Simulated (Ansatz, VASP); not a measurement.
One calculation of PbSe2, two programs

```
Pb Se
1.0
     0.00000    3.69278    3.69278
     3.69278    0.00000    3.69278
     3.69278    3.69278    0.00000
Pb Se
1 2
Cartesian
  0.0000 0.0000 0.0000
  1.8464 1.8464 1.8464
  5.5392 5.5392 5.5392
```

Alike in both runs: task single point; functional LDA; k mesh 4 × 4 × 4; occupations gaussian, width 0.05 eV; no spin polarisation.

```csv
,VASP,Ansatz
version,VASP 6.6.1,Ansatz 0.2.0
potentials or method,"VASP PAW LDA potentials, release 64 (Pb_d, Se), cutoff 500 eV","scalar-relativistic, plane waves, PAW"
valence electrons in the cell,26,46
```

```tsv
	VASP	Ansatz	Ansatz less VASP
gap on the k mesh at the Fermi level (eV)	none	none	-
pressure (GPa)	-6.2	-6.2	-0.03
```

LDA's correlation is that of Perdew and Zunger in VASP and of Perdew and Wang (1992) in Ansatz. A gap of «none» marks a metal or a gap that the smearing closes. VASP's potentials hold 26 valence electrons a cell and Ansatz's 46, so a difference there can come from the potentials and not from the codes.

The k mesh is coarse, so the values compare programs but aren't converged. Spin-orbit coupling is off throughout.
